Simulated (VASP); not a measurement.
# F (Fd-3m) in VASP: further runs

The runs below take F through single point, with PBE.

All numbers are computed with VASP 6.6.1; they aren't measurements. Logs are shortened: lines on timing, memory, paths and dates and some standing lists are left out, and cuts for length are marked.

**1. The cell of the first run**

It takes space group Fd-3m (No. 227, cubic). The conventional cell has a = 4.287 Å, b = 4.287 Å, c = 4.287 Å, α = 90.00°, β = 90.00°, γ = 90.00°. F (site symmetry -43m) has 4 F at 1.86 Å within 2.5 Å.

**2. Single point, PBE (volume scaled by 0.68)**

INCAR reads:

```
PREC = Accurate ; ENCUT = 520
EDIFF = 1E-6 ; ISMEAR = -1
SIGMA = 0.05 ; LREAL = False
LASPH = True ; NELM = 100
ALGO = Normal ; ISIF = 2
LWAVE = False ; LCHARG = True
GGA = PE ; LELF = True
LVHAR = True ; NBANDS = 14
```

KPOINTS reads:

```
Automatic mesh
0
Gamma
  13 13 13
```

POSCAR reads:

```
F
1.0
    0.0000000000      2.1433183758      2.1433183758
    2.1433183758      0.0000000000      2.1433183758
    2.1433183758      2.1433183758      0.0000000000
F
2
Direct
   -0.1250000000     -0.1250000000     -0.1250000000
    0.1250000000      0.1250000000      0.1250000000
```

Potentials or basis: VASP PAW PBE potentials, release 64 (F).

Started as:

```
$ cat potpaw_PBE.64/F/POTCAR > POTCAR
$ mpirun -np 1 vasp_std > vasp.out
```

OUTCAR:

```text
PREC = Accurate
   ENCUT = 520
   EDIFF = 1E-6
   ISMEAR = -1
   LREAL = False
   LASPH = True
   NELM = 100
   ISIF = 2
   GGA = PE

 ion  position               nearest neighbor table
   1  0.875  0.875  0.875-   2 1.86   2 1.86   2 1.86   2 1.86
   2  0.125  0.125  0.125-   1 1.86   1 1.86   1 1.86   1 1.86

  LATTYP: Found a face centered cubic cell.
 ALAT       =     4.2866367516

  Lattice vectors:

 A1 = (   0.0000000000,   2.1433183758,   2.1433183758)
 A2 = (   2.1433183758,   0.0000000000,   2.1433183758)
 A3 = (   2.1433183758,   2.1433183758,   0.0000000000)

Analysis of symmetry for initial positions (statically):
=====================================================================
 Subroutine PRICEL returns:
 Original cell was already a primitive cell.

 Routine SETGRP: Setting up the symmetry group for a
 face centered cubic supercell.

 Subroutine GETGRP returns: Found 48 space group operations
 (whereof 12 operations were pure point group operations)
 out of a pool of 48 trial point group operations.

The static configuration has the point symmetry D_3d.
 The point group associated with its full space group is O_h .

Analysis of symmetry for dynamics (positions and initial velocities):
=====================================================================
 Subroutine PRICEL returns:
 Original cell was already a primitive cell.

 Routine SETGRP: Setting up the symmetry group for a
 face centered cubic supercell.

 Subroutine GETGRP returns: Found 48 space group operations
 (whereof 12 operations were pure point group operations)
 out of a pool of 48 trial point group operations.

The dynamic configuration has the point symmetry D_3d.
 The point group associated with its full space group is O_h .

 Subroutine INISYM returns: Found 48 space group operations
 (whereof 12 operations are pure point group operations),
 and found     1 'primitive' translations

----------------------------------------------------------------------------------------

                                     Primitive cell

  volume of cell :      19.6920

  direct lattice vectors                    reciprocal lattice vectors
     0.000000000  2.143318376  2.143318376    -0.233283121  0.233283121  0.233283121
     2.143318376  0.000000000  2.143318376     0.233283121 -0.233283121  0.233283121
     2.143318376  2.143318376  0.000000000     0.233283121  0.233283121 -0.233283121

  length of vectors
     3.031109916  3.031109916  3.031109916     0.404058218  0.404058218  0.404058218

  position of ions in fractional coordinates (direct lattice)
     0.875000000  0.875000000  0.875000000
     0.125000000  0.125000000  0.125000000
[... 89 lines left out ...]
   NUPDOWN=      -1.0000    fix difference up-down
   EMIN   =  10.00;   EMAX   =-10.00  energy-range for DOS
   EFERMI =   0.00;   METHOD = LEGACY
   ISMEAR =    -1;   SIGMA  =   0.05  broadening in eV -4-tet -1-fermi 0-gaus
   EFERMI_NEDOS =   21; number of points for ismear=-14 and -15
   IALGO  =     38    algorithm
   IMIX   =      4    mixing-type and parameters
     AMIX     =   0.40;   BMIX     =  1.00
     AMIX_MAG =   1.60;   BMIX_MAG =  1.00
  volume/ion in A,a.u.               =       9.85        66.44
  Fermi-wavevector in a.u.,A,eV,Ry     =   1.461125  2.761127 29.046907  2.134887
  Thomas-Fermi vector in A             =   2.577494
   LORBIT       =      0    0 simple, 1 ext, 2 COOP (PROOUT), +10 PAW based schemes
   GGA     = PE    functional components
   LHFCALC =     F    Hartree Fock is set to
   AEXX    =    0.0000 exact exchange contribution
   IVDW    =     0    specifies the selected vdW correction
   LEPSILON=     F    determine dielectric tensor
   LRPA    =     F    only Hartree local field effects (RPA)
 non-spin polarized calculation
  energy-cutoff  :      520.00
  volume of cell :       19.69
 maximum number of plane-waves:       540
   NGX = 11   NGY = 11   NGZ = 11

 number of electron      13.9999990 magnetization

 Free energy of the ion-electron system (eV)
  ---------------------------------------------------
  ext. energy  EPLUGINS =         0.00000000
  ---------------------------------------------------
  free energy    TOTEN  =        -1.13362748 eV

  energy without entropy =       -1.10400968  energy(sigma->0) =       -1.11881858

 E-fermi :  -1.2479     XC(G=0):  -9.9641

 val. band max:       -1.2585732056   @ k =   0.4615   0.2308   0.0000
 cond. band min:      -1.2427519613   @ k =   0.3077   0.3077   0.0000
 fundamental gap:      0.0158212443
 Fermi energy:        -1.2479052091

 k-point     1 :       0.0000    0.0000    0.0000
  band No.  band energies     occupation
      1     -26.1933      2.00000
      2     -20.2016      2.00000
      3      -5.4607      2.00000
      4      -5.4607      2.00000
      5      -5.4607      2.00000
      6      -2.6166      2.00000
      7      -2.6166      2.00000
      8      -2.6166      2.00000
      9       9.1648      0.00000
     10      25.4802      0.00000
     11      25.4802      0.00000
     12      25.4802      0.00000
     13      26.5280      0.00000
     14      26.5280      0.00000
[... 377 lines left out ...]
      1     -24.7667      2.00000
      2     -22.0213      2.00000
      3      -7.2600      2.00000
      4      -6.5043      2.00000
      5      -5.3772      2.00000
      6      -2.4803      2.00000
      7      -1.4906      1.98453
      8      -1.1963      0.52501
      9      13.0080      0.00000
     10      16.4627      0.00000
     11      21.6381      0.00000
     12      22.4304      0.00000
     13      28.9494      0.00000
     14      30.4513      0.00000

 [... further k-points ...]

------------------------ aborting loop because EDIFF is reached ----------------------------------------

  FORCE on cell =-STRESS in cart. coord.  units (eV):
  Direction    XX          YY          ZZ          XY          YZ          ZX
  --------------------------------------------------------------------------------------
  -------------------------------------------------------------------------------------
  Total        4.8786047      4.8786047      4.8786047      0.0000000     -0.0000000      0.0000000
  in kB      396.9320366    396.9320366    396.9320366      0.0000000     -0.0000000      0.0000000
  external PRESSURE =     396.9320366 kB  Pullay stress =       0.0000000 kB

 VOLUME and BASIS-vectors are now :
 -----------------------------------------------------------------------------
  energy-cutoff  :      520.00
  volume of cell :       19.69
      direct lattice vectors                 reciprocal lattice vectors
     0.000000000  2.143318376  2.143318376    -0.233283121  0.233283121  0.233283121
     2.143318376  0.000000000  2.143318376     0.233283121 -0.233283121  0.233283121
     2.143318376  2.143318376  0.000000000     0.233283121  0.233283121 -0.233283121

 POSITION                                       TOTAL-FORCE (eV/Angst)
 -----------------------------------------------------------------------------------
      3.75081      3.75081      3.75081         0.000000      0.000000      0.000000
      0.53583      0.53583      0.53583        -0.000000     -0.000000     -0.000000
 -----------------------------------------------------------------------------------
    total drift:                                0.000000      0.000000      0.000000

  FREE ENERGIE OF THE ION-ELECTRON SYSTEM (eV)
  ---------------------------------------------------
  free  energy   TOTEN  =        -1.1336274754 eV

  energy  without entropy=       -1.1040096785  energy(sigma->0) =       -1.11881858
```

stdout:

```text
POSCAR found type information on POSCAR F
 POSCAR found :  1 types and       2 ions
 scaLAPACK will be used
 LDA part: xc-table for (Slater+PW92), standard interpolation
 POSCAR, INCAR and KPOINTS ok, starting setup
 FFT: planning ... GRIDC
 FFT: planning ... GRID_SOFT
 FFT: planning ... GRID
 WAVECAR not read
 entering main loop
```

It took 6.3 s on 1 thread of Intel Xeon 6975P-C (Granite Rapids), shared host; peak memory 0.13 GiB.

Results:

| Quantity | Value |
| --- | --- |
| Free energy | -1.1336 eV |
| Pressure | 39.7 GPa |
| Band gap on the k mesh | zero (band 7 reaches -0.78 eV, above the bottom of band 8 at -2.62 eV) |

Levels at points of the mesh, in eV from the Fermi level:
```
           k point  band 3  band 4  band 5  band 6  band 7  band 8  band 9  band 10  band 11  band 12
(0.00, 0.00, 0.00)   -4.21   -4.21   -4.21   -1.37   -1.37   -1.37   10.41    26.73    26.73    26.73
```

**3. Single point, PBE (volume scaled by 0.76)**

INCAR reads:

```
PREC     = Accurate       # precision mode
ENCUT    = 520            # plane-wave cutoff, eV
EDIFF    = 1E-6           # SCF threshold, eV
ISMEAR   = -1             # smearing method
SIGMA    = 0.05           # smearing width, eV
LREAL    = F              # projectors in reciprocal space
LASPH    = T              # aspherical terms in the spheres
NELM     = 80             # most SCF steps
ALGO     = Normal         # electronic algorithm
ISIF     = 2              # what is computed and relaxed
LWAVE    = F              # write WAVECAR
LCHARG   = T              # write CHGCAR
GGA      = PE             # functional
LELF     = T              # ELF
LVHAR    = T            
NBANDS   = 14             # bands
```

KPOINTS is that of step 2.

POSCAR reads:

```
F
1.0
    0.0000000000      2.2242738051      2.2242738051
    2.2242738051      0.0000000000      2.2242738051
    2.2242738051      2.2242738051      0.0000000000
F
2
Direct
   -0.1250000000     -0.1250000000     -0.1250000000
    0.1250000000      0.1250000000      0.1250000000
```

Potentials or basis: VASP PAW PBE potentials, release 64 (F).

Started as:

```
$ cat potpaw_PBE.64/F/POTCAR > POTCAR
$ mpirun -np 1 vasp_std > vasp.out
```

OUTCAR:

```text
PREC = Accurate
   ENCUT = 520
   EDIFF = 1E-6
   ISMEAR = -1
   LREAL = F
   LASPH = T
   NELM = 80
   ISIF = 2
   GGA = PE

 ion  position               nearest neighbor table
   1  0.875  0.875  0.875-
   2  0.125  0.125  0.125-

  LATTYP: Found a face centered cubic cell.
 ALAT       =     4.4485476102

  Lattice vectors:

 A1 = (   0.0000000000,   2.2242738051,   2.2242738051)
 A2 = (   2.2242738051,   0.0000000000,   2.2242738051)
 A3 = (   2.2242738051,   2.2242738051,   0.0000000000)

Analysis of symmetry for initial positions (statically):
=====================================================================
 Subroutine PRICEL returns:
 Original cell was already a primitive cell.

 Routine SETGRP: Setting up the symmetry group for a
 face centered cubic supercell.

 Subroutine GETGRP returns: Found 48 space group operations
 (whereof 12 operations were pure point group operations)
 out of a pool of 48 trial point group operations.

The static configuration has the point symmetry D_3d.
 The point group associated with its full space group is O_h .

Analysis of symmetry for dynamics (positions and initial velocities):
=====================================================================
 Subroutine PRICEL returns:
 Original cell was already a primitive cell.

 Routine SETGRP: Setting up the symmetry group for a
 face centered cubic supercell.

 Subroutine GETGRP returns: Found 48 space group operations
 (whereof 12 operations were pure point group operations)
 out of a pool of 48 trial point group operations.

The dynamic configuration has the point symmetry D_3d.
 The point group associated with its full space group is O_h .

 Subroutine INISYM returns: Found 48 space group operations
 (whereof 12 operations are pure point group operations),
 and found     1 'primitive' translations
[... 119 lines left out ...]
   LORBIT       =      0    0 simple, 1 ext, 2 COOP (PROOUT), +10 PAW based schemes
   GGA     = PE    functional components
   LHFCALC =     F    Hartree Fock is set to
   AEXX    =    0.0000 exact exchange contribution
   IVDW    =     0    specifies the selected vdW correction
   LEPSILON=     F    determine dielectric tensor
   LRPA    =     F    only Hartree local field effects (RPA)
 non-spin polarized calculation
  energy-cutoff  :      520.00
  volume of cell :       22.01
 maximum number of plane-waves:       609
   NGX = 11   NGY = 11   NGZ = 11

 number of electron      14.0000008 magnetization

 Free energy of the ion-electron system (eV)
  ---------------------------------------------------
  ext. energy  EPLUGINS =         0.00000000
  ---------------------------------------------------
  free energy    TOTEN  =        -1.57200184 eV

  energy without entropy =       -1.53721876  energy(sigma->0) =       -1.55461030

 E-fermi :  -2.4821     XC(G=0):  -9.3942

 val. band max:       -2.4863844173   @ k =   0.4615   0.2308   0.0000
 cond. band min:      -2.4755451288   @ k =   0.3077   0.3077   0.0000
 fundamental gap:      0.0108392885
 Fermi energy:        -2.4820647671

 k-point     1 :       0.0000    0.0000    0.0000
  band No.  band energies     occupation
      1     -26.3905      2.00000
      2     -21.5437      2.00000
      3      -6.1121      2.00000
      4      -6.1121      2.00000
      5      -6.1121      2.00000
      6      -3.6162      2.00000
      7      -3.6162      2.00000
      8      -3.6162      2.00000
      9       7.8008      0.00000
     10      23.5316      0.00000
     11      23.5316      0.00000
     12      23.5316      0.00000
     13      24.6437      0.00000
     14      24.6437      0.00000
[... 377 lines left out ...]
      1     -25.2142      2.00000
      2     -22.9674      2.00000
      3      -7.6429      2.00000
      4      -7.0005      2.00000
      5      -6.0808      2.00000
      6      -3.5671      2.00000
      7      -2.6771      1.96035
      8      -2.4458      0.65228
      9      11.5440      0.00000
     10      14.9494      0.00000
     11      19.6506      0.00000
     12      20.6091      0.00000
     13      26.3737      0.00000
     14      27.9894      0.00000

 [... further k-points ...]

------------------------ aborting loop because EDIFF is reached ----------------------------------------

  FORCE on cell =-STRESS in cart. coord.  units (eV):
  Direction    XX          YY          ZZ          XY          YZ          ZX
  --------------------------------------------------------------------------------------
  -------------------------------------------------------------------------------------
  Total        2.9031856      2.9031856      2.9031856     -0.0000000      0.0000000     -0.0000000
  in kB      211.3443486    211.3443486    211.3443486     -0.0000000      0.0000000     -0.0000000
  external PRESSURE =     211.3443486 kB  Pullay stress =       0.0000000 kB

 VOLUME and BASIS-vectors are now :
 -----------------------------------------------------------------------------
  energy-cutoff  :      520.00
  volume of cell :       22.01
      direct lattice vectors                 reciprocal lattice vectors
     0.000000000  2.224273805  2.224273805    -0.224792469  0.224792469  0.224792469
     2.224273805  0.000000000  2.224273805     0.224792469 -0.224792469  0.224792469
     2.224273805  2.224273805  0.000000000     0.224792469  0.224792469 -0.224792469

 POSITION                                       TOTAL-FORCE (eV/Angst)
 -----------------------------------------------------------------------------------
      3.89248      3.89248      3.89248        -0.000000     -0.000000     -0.000000
      0.55607      0.55607      0.55607         0.000000      0.000000      0.000000
 -----------------------------------------------------------------------------------
    total drift:                                0.000000      0.000000      0.000000

  FREE ENERGIE OF THE ION-ELECTRON SYSTEM (eV)
  ---------------------------------------------------
  free  energy   TOTEN  =        -1.5720018371 eV

  energy  without entropy=       -1.5372187611  energy(sigma->0) =       -1.55461030
```

OSZICAR:

```text
N       E                     dE             d eps       ncg     rms          rms(c)
DAV:   1     0.632183652137E+02    0.63218E+02   -0.87125E+03  2446   0.977E+02
DAV:   2     0.934331095750E-01   -0.63125E+02   -0.60861E+02  2894   0.231E+02
DAV:   3    -0.157490449819E+01   -0.16683E+01   -0.16512E+01  2814   0.337E+01
DAV:   4    -0.158058402983E+01   -0.56795E-02   -0.56794E-02  2946   0.225E+00
DAV:   5    -0.158060676865E+01   -0.22739E-04   -0.22739E-04  2832   0.125E-01    0.743E-01
DAV:   6    -0.157219659198E+01    0.84102E-02   -0.14402E-02  2934   0.121E+00    0.251E-01
DAV:   7    -0.157187785734E+01    0.31873E-03   -0.20329E-03  2748   0.453E-01    0.892E-02
DAV:   8    -0.157199774177E+01   -0.11988E-03   -0.56580E-05  2646   0.905E-02    0.878E-03
DAV:   9    -0.157200096288E+01   -0.32211E-05   -0.12180E-06  2432   0.114E-02    0.419E-03
DAV:  10    -0.157200183711E+01   -0.87423E-06   -0.77386E-07  2286   0.910E-03
   1 F= -.15720018E+01 E0= -.15546103E+01  d E =-.347831E-01
```

Wall time 6.5 s (1 thread of Intel Xeon 6975P-C (Granite Rapids), shared host); peak memory 0.14 GiB.

Results:

```
Free energy            : -1.5720 eV
Pressure               : 21.1 GPa
Band gap on the k mesh : zero (band 7 reaches -2.09 eV, above the bottom of band 8 at -3.62 eV)
```

Levels at points of the mesh, in eV from the Fermi level:
```tsv
k point	band 3	band 4	band 5	band 6	band 7	band 8	band 9	band 10	band 11	band 12
(0.00, 0.00, 0.00)	-3.63	-3.63	-3.63	-1.13	-1.13	-1.13	10.28	26.01	26.01	26.01
```

**4. Single point, PBE (volume scaled by 0.76)**

INCAR reads:

```
SYSTEM = F
PREC = Accurate
ENCUT = 520
EDIFF = 1E-6
ISMEAR = -1
SIGMA = 0.05
LREAL = .False.
LASPH = .True.
NELM = 80
ALGO = Normal
ISIF = 2
LWAVE = .False.
LCHARG = .False.
GGA = PE
NBANDS = 14
```

KPOINTS reads:

```
regular mesh
0
Gamma
  13 13 13
  0 0 0
```

POSCAR is that of step 3.

Started as:

```
$ cat potpaw_PBE.64/F/POTCAR > POTCAR
$ mpirun -np 1 vasp_std > vasp.out
```

It took 5.7 s on 1 thread of Intel Xeon 6975P-C (Granite Rapids), shared host; peak memory 0.14 GiB.

Results (log left out):

```yaml
Free_energy: -1.5720 eV
Pressure: 21.1 GPa
Band_gap_on_the_k_mesh: zero (band 7 reaches -2.09 eV, above the bottom of band 8 at -3.62 eV)
```

Levels at points of the mesh, in eV from the Fermi level:
| k point | band 3 | band 4 | band 5 | band 6 | band 7 | band 8 | band 9 | band 10 | band 11 | band 12 |
| --- | --- | --- | --- | --- | --- | --- | --- | --- | --- | --- |
| (0.00, 0.00, 0.00) | -3.63 | -3.63 | -3.63 | -1.13 | -1.13 | -1.13 | 10.28 | 26.01 | 26.01 | 26.01 |
